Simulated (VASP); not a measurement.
# Cd (Im-3m) in VASP: relaxation of cell and atoms with r2SCAN

Aim: the relaxation of cell and atoms of Cd with r2SCAN.

All numbers are computed with VASP 6.6.1; they aren't measurements. Logs are shortened: lines on timing, memory, paths and dates and some standing lists are left out, and cuts for length are marked.

**1. The cell of the first run**

The structure is cubic, space group Im-3m (No. 229). The conventional cell has a = 3.253 Å, b = 3.253 Å, c = 3.253 Å, α = 90.00°, β = 90.00°, γ = 90.00°. Cd (site symmetry m-3m) has 14 Cd at 2.82 to 3.25 Å within 3.7 Å.

This isn't the form of Cd at room conditions, which is hcp.

**2. Relaxation of cell and atoms, r2SCAN**

POSCAR

```
Cd
1.0
   -1.6265724424      1.6265724424      1.6265724424
    1.6265724424     -1.6265724424      1.6265724424
    1.6265724424      1.6265724424     -1.6265724424
Cd
1
Direct
    0.0000000000      0.0000000000      0.0000000000
```

INCAR.step1

```
  PREC = Accurate
  ENCUT = 700
  ISMEAR = 0
  SIGMA = 0.1
  LREAL = False
  LASPH = True
  NELM = 120
  GGA = PE
  ALGO = Normal
  EDIFF = 1E-5
  LWAVE = True
  LCHARG = False
  GGA_COMPAT = False
  IBRION = 2
  ISIF = 3
  EDIFFG = -0.005
  NELMIN = 4
  NSW = 100
```

INCAR.step2

```
  PREC = Accurate
  ENCUT = 700
  EDIFF = 1E-7
  ISMEAR = 0
  SIGMA = 0.1
  LREAL = False
  LASPH = True
  NELM = 120
  ALGO = Normal
  ISIF = 3
  LWAVE = False
  LCHARG = False
  METAGGA = R2SCAN
  LMIXTAU = True
  IBRION = 2
  NSW = 80
  EDIFFG = -0.05
  ISTART = 1
  GGA_COMPAT = False
  NELMIN = 4
```

KPOINTS

```
regular mesh
0
Gamma
  8 8 8
```

Potentials or basis: VASP PAW PBE potentials, release 64 (Cd_sv_GW).

Started as:

```console
$ cat potpaw_PBE.64/Cd_sv_GW/POTCAR > POTCAR
$ cp INCAR.step1 INCAR
$ mpirun -np 1 vasp_std > vasp.out
$ cp INCAR.step2 INCAR
$ mpirun -np 1 vasp_std > vasp.out
```

OUTCAR:

```text
PREC = Accurate
   ENCUT = 700
   EDIFF = 1E-7
   ISMEAR = 0
   LREAL = False
   LASPH = True
   NELM = 120
   ISIF = 3
   METAGGA = R2SCAN
   IBRION = 2
   NSW = 80
   EDIFFG = -0.05
   ISTART = 1
   NELMIN = 4

 ion  position               nearest neighbor table
   1  0.000  0.000  0.000-

  LATTYP: Found a body centered cubic cell.
 ALAT       =     3.2531448848

  Lattice vectors:

 A1 = (  -1.6265724424,   1.6265724424,   1.6265724424)
 A2 = (   1.6265724424,  -1.6265724424,   1.6265724424)
 A3 = (   1.6265724424,   1.6265724424,  -1.6265724424)

Analysis of symmetry for initial positions (statically):
=====================================================================
 Subroutine PRICEL returns:
 Original cell was already a primitive cell.

 Routine SETGRP: Setting up the symmetry group for a
 body centered cubic supercell.

 Subroutine GETGRP returns: Found 48 space group operations
 (whereof 48 operations were pure point group operations)
 out of a pool of 48 trial point group operations.

The static configuration has the point symmetry O_h .

Analysis of symmetry for dynamics (positions and initial velocities):
=====================================================================
 Subroutine PRICEL returns:
 Original cell was already a primitive cell.

 Routine SETGRP: Setting up the symmetry group for a
 body centered cubic supercell.

 Subroutine GETGRP returns: Found 48 space group operations
 (whereof 48 operations were pure point group operations)
 out of a pool of 48 trial point group operations.

The dynamic configuration has the point symmetry O_h .

 Subroutine INISYM returns: Found 48 space group operations
 (whereof 48 operations are pure point group operations),
 and found     1 'primitive' translations

----------------------------------------------------------------------------------------

                                     Primitive cell

  volume of cell :      17.2139

  direct lattice vectors                    reciprocal lattice vectors
    -1.626572442  1.626572442  1.626572442     0.000000000  0.307394855  0.307394855
     1.626572442 -1.626572442  1.626572442     0.307394855  0.000000000  0.307394855
     1.626572442  1.626572442 -1.626572442     0.307394855  0.307394855  0.000000000

  length of vectors
     2.817306112  2.817306112  2.817306112     0.434721973  0.434721973  0.434721973

  position of ions in fractional coordinates (direct lattice)
     0.000000000  0.000000000  0.000000000

  ion indices of the primitive-cell ions
   primitive index   ion index
                 1           1

----------------------------------------------------------------------------------------

 KPOINTS: regular mesh

Automatic generation of k-mesh.
 Grid dimensions read from file:
 generate k-points for:    8    8    8

 Generating k-lattice:

  Cartesian coordinates                     Fractional coordinates (reciprocal lattice)
     0.000000000  0.038424357  0.038424357     0.125000000  0.000000000  0.000000000
     0.038424357  0.000000000  0.038424357     0.000000000  0.125000000  0.000000000
     0.038424357  0.038424357  0.000000000     0.000000000  0.000000000  0.125000000

  Length of vectors
     0.054340247  0.054340247  0.054340247

  Shift w.r.t. Gamma in fractional coordinates (k-lattice)
     0.000000000  0.000000000  0.000000000

 Subroutine IBZKPT returns following result:
 ===========================================

 Found     29 irreducible k-points:

 Following reciprocal coordinates:
            Coordinates               Weight
  0.000000  0.000000  0.000000      1.000000
  0.125000  0.000000  0.000000     12.000000
  0.250000  0.000000  0.000000     12.000000
  0.375000  0.000000  0.000000     12.000000
  0.500000  0.000000  0.000000      6.000000
  0.125000  0.125000  0.000000     24.000000
[... 16 lines left out ...]
 -0.250000  0.250000  0.250000      6.000000
 -0.375000  0.375000  0.250000     24.000000
 [... further k-points ...]
   k-points           NKPTS =     29   k-points in BZ     NKDIM =     29   number of bands    NBANDS=     14
   number of dos      NEDOS =    301   number of ions     NIONS =      1
   total plane-waves  NPLWV =  13824
   dimension x,y,z NGX =    24 NGY =   24 NGZ =   24
   dimension x,y,z NGXF=    48 NGYF=   48 NGZF=   48
   ions per type =               1
   NGX,Y,Z   is equivalent  to a cutoff of  14.16, 14.16, 14.16 a.u.
   NGXF,Y,Z  is equivalent  to a cutoff of  28.32, 28.32, 28.32 a.u.
 SYSTEM =  unknown system
   PREC   = accura    normal or accurate (medium, high low for compatibility)
   ISTART =      1    job   : 0-new  1-cont  2-samecut
   ICHARG =      0    charge: 1-file 2-atom 10-const
   ISPIN  =      1    spin polarized calculation?
   LNONCOLLINEAR =      F non collinear calculations
   LSORBIT =      F    spin-orbit coupling
   LASPH  =      T    aspherical Exc in radial PAW
   ENCUT  =  700.0 eV  51.45 Ry    7.17 a.u.   6.08  6.08  6.08*2*pi/ulx,y,z
   NELM   =    120;   NELMIN=  4; NELMDL=  0     # of ELM steps
   EDIFF  = 0.1E-06   stopping-criterion for ELM
   LREAL  =      F    real-space projection
   EDIFFG = -.5E-01   stopping-criterion for IOM
   NSW    =     80    number of steps for IOM
   IBRION =      2    ionic relax: 0-MD 1-quasi-New 2-CG
   NFREE  =      1    steps in history (QN), initial steepest desc. (CG)
   ISIF   =      3    stress and relaxation
   ISYM   =      2    0-nonsym 1-usesym 2-fastsym
   POTIM  = 0.5000    time-step for ionic-motion
   TEBEG  =    0.0;   TEEND  =   0.0 temperature during run
   PSTRESS=    0.0 pullay stress
   NELECT =      20.0000    total number of electrons
   NUPDOWN=      -1.0000    fix difference up-down
   EMIN   =  10.00;   EMAX   =-10.00  energy-range for DOS
   EFERMI =   0.00;   METHOD = LEGACY
   ISMEAR =     0;   SIGMA  =   0.10  broadening in eV -4-tet -1-fermi 0-gaus
   EFERMI_NEDOS =   21; number of points for ismear=-14 and -15
   IALGO  =     38    algorithm
   IMIX   =      4    mixing-type and parameters
     AMIX     =   0.40;   BMIX     =  1.00
     AMIX_MAG =   1.60;   BMIX_MAG =  1.00
  volume/ion in A,a.u.               =      17.21       116.17
  Fermi-wavevector in a.u.,A,eV,Ry     =   1.721042  3.252297 40.300252  2.961985
  Thomas-Fermi vector in A             =   2.797368
   LORBIT       =      0    0 simple, 1 ext, 2 COOP (PROOUT), +10 PAW based schemes
   METAGGA = R2SCAN    functional components
   LHFCALC =     F    Hartree Fock is set to
   AEXX    =    0.0000 exact exchange contribution
   IVDW    =     0    specifies the selected vdW correction
   LEPSILON=     F    determine dielectric tensor
   LRPA    =     F    only Hartree local field effects (RPA)
 conjugate gradient relaxation of ions
 non-spin polarized calculation
 Gauss-broadening in eV      SIGMA  =   0.10
  energy-cutoff  :      700.00
  volume of cell :       17.21
 maximum number of plane-waves:       736
   NGX = 13   NGY = 13   NGZ = 13

--------------------------------------- Ionic step        1  -------------------------------------------

 number of electron      19.9999991 magnetization

 Free energy of the ion-electron system (eV)
  ---------------------------------------------------
  ext. energy  EPLUGINS =         0.00000000
  ---------------------------------------------------
  free energy    TOTEN  =       -19.76234970 eV

  energy without entropy =      -19.76105365  energy(sigma->0) =      -19.76170168

------------------------ aborting loop because EDIFF is reached ----------------------------------------

  FORCE on cell =-STRESS in cart. coord.  units (eV):
  Direction    XX          YY          ZZ          XY          YZ          ZX
  --------------------------------------------------------------------------------------
  -------------------------------------------------------------------------------------
  Total        2.5758379      2.5758379      2.5758379      0.0000000      0.0000000     -0.0000000
  in kB      239.7446304    239.7446304    239.7446304      0.0000000      0.0000000     -0.0000000
  external PRESSURE =     239.7446304 kB  Pullay stress =       0.0000000 kB
[... 20 lines left out ...]
  energy  without entropy=      -19.7610536484  energy(sigma->0) =      -19.76170168

--------------------------------------- Ionic step        2  -------------------------------------------

 number of electron      20.0000006 magnetization

 E-fermi :   5.0651     XC(G=0): -11.3402

 val. band max:        4.9939581352   @ k =   0.3750   0.2500  -0.0000
 cond. band min:       5.0870426493   @ k =   0.3750   0.2500  -0.0000
 fundamental gap:      0.0930845141
 Fermi energy:         5.0650564591

 k-point     1 :       0.0000    0.0000    0.0000
  band No.  band energies     occupation
      1    -100.6373      2.00000
      2     -60.7633      2.00000
      3     -60.7633      2.00000
      4     -60.7633      2.00000
      5      -4.2400      2.00000
      6      -4.2400      2.00000
      7      -4.2400      2.00000
      8      -3.7141      2.00000
      9      -3.7141      2.00000
     10      -3.1057      2.00000
     11      20.2293      0.00000
     12      20.2293      0.00000
     13      20.2293      0.00000
     14      20.7751      0.00000
[... 423 lines left out ...]
  energy  without entropy=      -19.9538465801  energy(sigma->0) =      -19.95601296

--------------------------------------- Ionic step        3  -------------------------------------------

 number of electron      20.0000013 magnetization

 Free energy of the ion-electron system (eV)
  ---------------------------------------------------
  ext. energy  EPLUGINS =         0.00000000
  ---------------------------------------------------
  free energy    TOTEN  =       -20.01572200 eV

  energy without entropy =      -20.01354375  energy(sigma->0) =      -20.01463288

 E-fermi :   6.5205     XC(G=0): -12.1952

 val. band max:        6.2930569483   @ k =   0.3750   0.1250   0.1250
 cond. band min:       6.5812687924   @ k =   0.5000   0.5000   0.2500
 fundamental gap:      0.2882118442
 Fermi energy:         6.5204963119

 k-point     1 :       0.0000    0.0000    0.0000
  band No.  band energies     occupation
      1     -99.5651      2.00000
      2     -59.6774      2.00000
      3     -59.6774      2.00000
      4     -59.6774      2.00000
      5      -3.2575      2.00000
      6      -3.2575      2.00000
      7      -3.2575      2.00000
      8      -2.7744      2.00000
      9      -2.5690      2.00000
     10      -2.5690      2.00000
     11      22.0284      0.00000
     12      22.0284      0.00000
     13      22.0284      0.00000
     14      24.1072      0.00000
[... 419 lines left out ...]
  FREE ENERGIE OF THE ION-ELECTRON SYSTEM (eV)
  ---------------------------------------------------
  free  energy   TOTEN  =       -20.0157220002 eV

  energy  without entropy=      -20.0135437510  energy(sigma->0) =      -20.01463288

 reached required accuracy - stopping structural energy minimisation
```

Wall time 5.2 min (1 thread of Intel Xeon Platinum 8488C (Sapphire Rapids), shared host); peak memory 0.16 GiB.

What came out:

```yaml
Free_energy: -20.0157 eV
Relaxed_volume: 21.42 Å³/atom
Relaxed_cell: a = 3.030 Å, b = 3.030 Å, c = 3.030 Å, α = 109.47°, β = 109.47°, γ = 109.47°
Space_group_after_relaxing_to_0.1_Å: Im-3m (No. 229)
Energy_gained_by_relaxing: 253.4 meV/atom
Ionic_steps: 3
Pressure_after_relaxing: 0.3 GPa
Band_gap_on_the_k_mesh: zero (bands 10 and 11 overlap by 4.45 eV)
```

The path:
```
step  energy change (eV)  largest force (eV/Å)  pressure (GPa)  volume (Å³)
   1              0.0000                0.0000           23.97        17.21
   2             -0.1958                0.0000           -4.99        24.46
   3             -0.2534                0.0000            0.30        21.42
```

Final structure:
```
Cd
1.0
    -1.74952    1.74952    1.74952
     1.74952   -1.74952    1.74952
     1.74952    1.74952   -1.74952
Cd
1
Direct
  0.00000 0.00000 0.00000
```

Caveat: the volume moved by over 15 % at a fixed basis, so the end points are rough; the PAW data sets were made with another functional, which shifts forces and pressure a little.

The gap in the log of VASP goes by the Fermi energy; the results here count the filled bands.